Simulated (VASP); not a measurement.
# LiCl (Fm-3m) in VASP: notebook, part 2 of 2

VASP 6.6.1. Earlier steps stand in the parts before.

## Step 5: Single point, RPBE+D4

This run uses another cell than the first one, of 16.58 Å³/atom.

Contents of INCAR:

```
  ALGO = Normal
  EDIFF = 1E-6
  ENCUT = 520
  GGA = RP
  ISIF = 2
  ISMEAR = -1
  IVDW = 13
  LASPH = T
  LCHARG = F
  LREAL = F
  LWAVE = F
  NBANDS = 12
  NELM = 80
  PREC = Accurate
  SIGMA = 0.05
```

Contents of KPOINTS:

```
k-points
0
Gamma
  9 9 9
```

Contents of POSCAR:

```
LiCl
1.0
    0.0000000000      2.5498143566      2.5498143566
    2.5498143566      0.0000000000      2.5498143566
    2.5498143566      2.5498143566      0.0000000000
Cl Li
1 1
Direct
    0.5000000000      0.5000000000      0.5000000000
    0.0000000000      0.0000000000      0.0000000000
```

Potentials or basis: VASP PAW PBE potentials, release 64 (Cl, Li_sv).

The run is started by

```
$ cat potpaw_PBE.64/Cl/POTCAR potpaw_PBE.64/Li_sv/POTCAR > POTCAR
$ mpirun -np 1 vasp_std > vasp.out
```

OUTCAR:

```text
EDIFF = 1E-6
   ENCUT = 520
   GGA = RP
   ISIF = 2
   ISMEAR = -1
   IVDW = 13
   LASPH = T
   LREAL = F
   NELM = 80
   PREC = Accurate

 ion  position               nearest neighbor table
   1  0.500  0.500  0.500-   2 2.55   2 2.55   2 2.55   2 2.55   2 2.55   2 2.55
   2  0.000  0.000  0.000-   1 2.55   1 2.55   1 2.55   1 2.55   1 2.55   1 2.55

  LATTYP: Found a face centered cubic cell.
 ALAT       =     5.0996287132

  Lattice vectors:

[... 543 lines left out ...]

 [... further k-points ...]

------------------------ aborting loop because EDIFF is reached ----------------------------------------

  DFT-D4 for vdW energy calculation

  Edisp (eV):   -0.49164

  FORCE on cell =-STRESS in cart. coord.  units (eV):
  Direction    XX          YY          ZZ          XY          YZ          ZX
  --------------------------------------------------------------------------------------
  -------------------------------------------------------------------------------------
  Total      -0.04889    -0.04889    -0.04889     0.00000     0.00000     0.00000
  in kB      -2.36276    -2.36276    -2.36276     0.00000     0.00000     0.00000
  external pressure =       -2.36 kB  Pullay stress =        0.00 kB

 VOLUME and BASIS-vectors are now :
 -----------------------------------------------------------------------------
  energy-cutoff  :      520.00
  volume of cell :       33.16
      direct lattice vectors                 reciprocal lattice vectors
     0.000000000  2.549814357  2.549814357    -0.196092707  0.196092707  0.196092707
     2.549814357  0.000000000  2.549814357     0.196092707 -0.196092707  0.196092707
     2.549814357  2.549814357  0.000000000     0.196092707  0.196092707 -0.196092707

 POSITION                                       TOTAL-FORCE (eV/Angst)
 -----------------------------------------------------------------------------------
      2.54981      2.54981      2.54981         0.000000      0.000000      0.000000
      0.00000      0.00000      0.00000        -0.000000     -0.000000     -0.000000
 -----------------------------------------------------------------------------------
    total drift:                                0.000000      0.000000      0.000000

  FREE ENERGIE OF THE ION-ELECTRON SYSTEM (eV)
  ---------------------------------------------------
  free  energy   TOTEN  =        -7.4906957773 eV

  energy  without entropy=       -7.4906957773  energy(sigma->0) =       -7.49069578
```

OSZICAR:

```text
N       E                     dE             d eps       ncg     rms          rms(c)
DAV:   1     0.423478192467E+02    0.42348E+02   -0.42527E+03   840   0.775E+02
DAV:   2    -0.451923102371E+01   -0.46867E+02   -0.44656E+02  1104   0.146E+02
DAV:   3    -0.698512053029E+01   -0.24659E+01   -0.24591E+01  1108   0.346E+01
DAV:   4    -0.704600122635E+01   -0.60881E-01   -0.60862E-01  1192   0.556E+00
DAV:   5    -0.704656884913E+01   -0.56762E-03   -0.56762E-03  1116   0.494E-01    0.269E+00
DAV:   6    -0.698295226142E+01    0.63617E-01   -0.15087E-01  1072   0.192E+00    0.200E+00
DAV:   7    -0.699160655160E+01   -0.86543E-02   -0.61749E-02  1092   0.139E+00    0.105E+00
DAV:   8    -0.699891130284E+01   -0.73048E-02   -0.12513E-02  1004   0.782E-01    0.150E-01
DAV:   9    -0.699890461313E+01    0.66897E-05   -0.22772E-04  1092   0.103E-01    0.623E-02
DAV:  10    -0.699903031260E+01   -0.12570E-03   -0.32957E-04   988   0.126E-01    0.618E-02
DAV:  11    -0.699904868230E+01   -0.18370E-04   -0.12234E-05  1120   0.251E-02    0.270E-03
DAV:  12    -0.699905204994E+01   -0.33676E-05   -0.94042E-07  1036   0.728E-03    0.621E-03
DAV:  13    -0.699905158140E+01    0.46854E-06   -0.28651E-07   840   0.392E-03
   1 F= -.74906958E+01 E0= -.74906958E+01  d E =-.293527E-11
```

Wall time 29 s (1 thread of Intel Xeon 8259CL, shared host); peak memory 0.15 GiB.

What came out:

| Item | Value |
| --- | --- |
| Free energy | -7.4907 eV |
| Band gap on the k mesh | 6.70 eV |
| Dispersion energy per atom | -0.246 eV |

Caveat: the cutoff is under 1.25 times the usual one of these potentials, so pressure, stress and relaxed cells hold a basis-set (Pulay) error; the PAW data sets were made with another functional, which shifts forces and pressure a little; an odd mesh through Γ misses points on the zone boundary, where band edges can lie.

## Step 6: Single point, revPBE+D4

This run uses another cell than the first one, of 16.56 Å³/atom.

Contents of INCAR:

```
PREC = Accurate
ENCUT = 520
EDIFF = 1E-6
ISMEAR = -1
SIGMA = 0.05
LREAL = F
LASPH = T
NELM = 60
ALGO = Normal
ISIF = 2
LWAVE = F
LCHARG = F
GGA = RE
IVDW = 13
NBANDS = 12
```

Contents of KPOINTS:

```
regular mesh
0
Gamma
  9 9 9
```

Contents of POSCAR:

```
LiCl
1.0
    0.0000000000      2.5490333757      2.5490333757
    2.5490333757      0.0000000000      2.5490333757
    2.5490333757      2.5490333757      0.0000000000
Cl Li
1 1
Direct
    0.5000000000      0.5000000000      0.5000000000
    0.0000000000      0.0000000000      0.0000000000
```

Potentials or basis: VASP PAW PBE potentials, release 64 (Cl, Li_sv).

The run is started by

```
$ cat potpaw_PBE.64/Cl/POTCAR potpaw_PBE.64/Li_sv/POTCAR > POTCAR
$ mpirun -np 1 vasp_std > vasp.out
```

OUTCAR:

```text
PREC = Accurate
   ENCUT = 520
   EDIFF = 1E-6
   ISMEAR = -1
   LREAL = F
   LASPH = T
   NELM = 60
   ISIF = 2
   GGA = RE
   IVDW = 13

 ion  position               nearest neighbor table
   1  0.500  0.500  0.500-   2 2.55   2 2.55   2 2.55   2 2.55   2 2.55   2 2.55
   2  0.000  0.000  0.000-   1 2.55   1 2.55   1 2.55   1 2.55   1 2.55   1 2.55

  LATTYP: Found a face centered cubic cell.
 ALAT       =     5.0980667514

  Lattice vectors:

 A1 = (   0.0000000000,   2.5490333757,   2.5490333757)
 A2 = (   2.5490333757,   0.0000000000,   2.5490333757)
 A3 = (   2.5490333757,   2.5490333757,   0.0000000000)

Analysis of symmetry for initial positions (statically):
=====================================================================
 Subroutine PRICEL returns:
 Original cell was already a primitive cell.

 Routine SETGRP: Setting up the symmetry group for a
 face centered cubic supercell.

 Subroutine GETGRP returns: Found 48 space group operations
 (whereof 48 operations were pure point group operations)
 out of a pool of 48 trial point group operations.

The static configuration has the point symmetry O_h .

Analysis of symmetry for dynamics (positions and initial velocities):
[... 172 lines left out ...]
      6       7.4522      0.00000
      7      12.8272      0.00000
      8      12.8272      0.00000
      9      12.8272      0.00000
     10      15.5024      0.00000
     11      15.5024      0.00000
     12      15.7292      0.00000
[... 331 lines left out ...]
 k-point    24 :       0.4444    0.4444    0.0000
  band No.  band energies     occupation
      1     -42.8762      2.00000
      2     -11.8406      2.00000
      3      -2.0423      2.00000
      4      -0.2853      2.00000
      5      -0.2853      2.00000
      6       8.9423      0.00000
      7       9.2542      0.00000
      8      13.3139      0.00000
      9      15.1437      0.00000
     10      15.1437      0.00000
     11      17.7815      0.00000
     12      19.6315      0.00000

 [... further k-points ...]

------------------------ aborting loop because EDIFF is reached ----------------------------------------

  DFT-D4 for vdW energy calculation

  Edisp (eV):   -0.47058

  FORCE on cell =-STRESS in cart. coord.  units (eV):
  Direction    XX          YY          ZZ          XY          YZ          ZX
  --------------------------------------------------------------------------------------
  -------------------------------------------------------------------------------------
  Total      -0.03065    -0.03065    -0.03065    -0.00000    -0.00000     0.00000
  in kB      -1.48240    -1.48240    -1.48240    -0.00000    -0.00000     0.00000
  external pressure =       -1.48 kB  Pullay stress =        0.00 kB

 VOLUME and BASIS-vectors are now :
 -----------------------------------------------------------------------------
  energy-cutoff  :      520.00
  volume of cell :       33.13
      direct lattice vectors                 reciprocal lattice vectors
     0.000000000  2.549033376  2.549033376    -0.196152787  0.196152787  0.196152787
     2.549033376  0.000000000  2.549033376     0.196152787 -0.196152787  0.196152787
     2.549033376  2.549033376  0.000000000     0.196152787  0.196152787 -0.196152787

 POSITION                                       TOTAL-FORCE (eV/Angst)
 -----------------------------------------------------------------------------------
      2.54903      2.54903      2.54903        -0.000000     -0.000000      0.000000
      0.00000      0.00000      0.00000         0.000000      0.000000     -0.000000
 -----------------------------------------------------------------------------------
    total drift:                                0.000000      0.000000      0.000000

  FREE ENERGIE OF THE ION-ELECTRON SYSTEM (eV)
  ---------------------------------------------------
  free  energy   TOTEN  =        -7.4717935133 eV

  energy  without entropy=       -7.4717935133  energy(sigma->0) =       -7.47179351
```

It took 26 s on 1 thread of Intel Xeon 8259CL, shared host; peak memory 0.15 GiB.

What came out:

```yaml
Free_energy: -7.4718 eV
Band_gap_on_the_k_mesh: 6.65 eV
Dispersion_energy_per_atom: -0.235 eV
```

Caveat: the cutoff is under 1.25 times the usual one of these potentials, so pressure, stress and relaxed cells hold a basis-set (Pulay) error; the PAW data sets were made with another functional, which shifts forces and pressure a little; an odd mesh through Γ misses points on the zone boundary, where band edges can lie.

## Step 7: Overview

| task | level | cell | k mesh | cutoff (eV) | grid for exact exchange (PRECFOCK) | share of exact exchange | gap on the mesh (eV) |
| --- | --- | --- | --- | --- | --- | --- | --- |
| relaxation of cell and atoms | PBEsol-based global hybrid with 25 % exact exchange | relaxed from a = 3.627 Å, angles 60.0°, 2 atoms | 5 × 5 × 5 | 600 | Normal | 0.25 | 8.62 |
| single point | BLYP+D3(BJ) | a = 3.528 Å, angles 60.0°, 2 atoms | 9 × 9 × 9 | 520 | - | - | 7.03 |
| single point | revPBE+D3(BJ) | a = 3.540 Å, angles 60.0°, 2 atoms | 9 × 9 × 9 | 520 | - | - | 6.97 |
| single point | RPBE+D4 | a = 3.606 Å, angles 60.0°, 2 atoms | 9 × 9 × 9 | 520 | - | - | 6.70 |
| single point | revPBE+D4 | a = 3.605 Å, angles 60.0°, 2 atoms | 9 × 9 × 9 | 520 | - | - | 6.65 |

Alike in all rows: potentials or basis VASP PAW PBE potentials, release 64 (Cl, Li_sv); no spin polarisation; smearing fermi-dirac 0.05 eV.

Caveats: some runs use coarse meshes; the cutoff is under 1.25 times the usual one of these potentials, so pressure, stress and relaxed cells hold a basis-set (Pulay) error; the PAW data sets were made with another functional, which shifts forces and pressure a little; an odd mesh through Γ misses points on the zone boundary, where band edges can lie.

Absolute energies hang on the potentials; compare differences alone.
